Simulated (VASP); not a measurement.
## HgTe: relaxation of cell and atoms with PBEsol

Crystal: HgTe.

```
CELL_PARAMETERS angstrom
0.00000 3.25589 3.25589
3.25589 0.00000 3.25589
3.25589 3.25589 0.00000
ATOMIC_POSITIONS crystal
Hg 0.00000 0.00000 0.00000
Te 0.75000 0.75000 0.75000
```

* Program: VASP 6.6.1
* Task: relaxation of cell and atoms
* Functional: PBEsol
* Potentials or basis: VASP PAW PBE potentials, release 64 (Hg, Te)
* Cutoff: 600 eV
* k mesh: 12 × 12 × 12
* Occupations: fermi-dirac, width 0.15 eV
* Spin: no spin polarisation
* Dipole correction: no
* Further INCAR settings: ALGO = Normal; EDIFF = 1e-06; IBRION = 2; EDIFFG = -0.001; NSW = 80; ISIF = 3

* Relaxed volume: 34.61 Å³/atom
* Relaxed cell: a = 4.609 Å, b = 4.609 Å, c = 4.609 Å, α = 60.00°, β = 60.00°, γ = 60.00°
* Space group after relaxing (to 0.05 Å): F-43m (No. 216)
* Energy gained by relaxing: 0.0 meV/atom
* Ionic steps: 8
* Pressure after relaxing: 0.0 GPa
* Band gap on the k mesh: zero (filled and empty bands touch)

Final structure:
```yaml
crystal:
  lattice:
    - [0.00000, 3.25882, 3.25882]
    - [3.25882, 0.00000, 3.25882]
    - [3.25882, 3.25882, 0.00000]
  atoms:
    - { symbol: Hg, position: [0.00000, 0.00000, 0.00000] }
    - { symbol: Te, position: [0.75000, 0.75000, 0.75000] }
```

Levels at points of the mesh, in eV from the Fermi level:
```csv
k point,band 5,band 6,band 7,band 8,band 9,band 10,band 11,band 12,band 13
"(0.00, 0.00, 0.00)",-6.95,-6.95,-1.11,-0.25,-0.25,-0.25,3.97,3.97,3.97
"(0.50, 0.00, 0.00)",-6.93,-6.66,-5.63,-1.20,-1.20,0.39,4.75,4.75,6.48
"(0.50, 0.50, 0.00)",-6.89,-6.53,-5.59,-2.44,-2.44,1.60,2.19,7.76,8.46
```

Run time: 6.4 min on 1 thread of AMD EPYC 7R13 (shared host), peak memory 0.27 GiB.

Caveat: the PAW data sets were made with another functional, which shifts forces and pressure a little; spin-orbit coupling is left out, which moves the levels of the heavy elements.
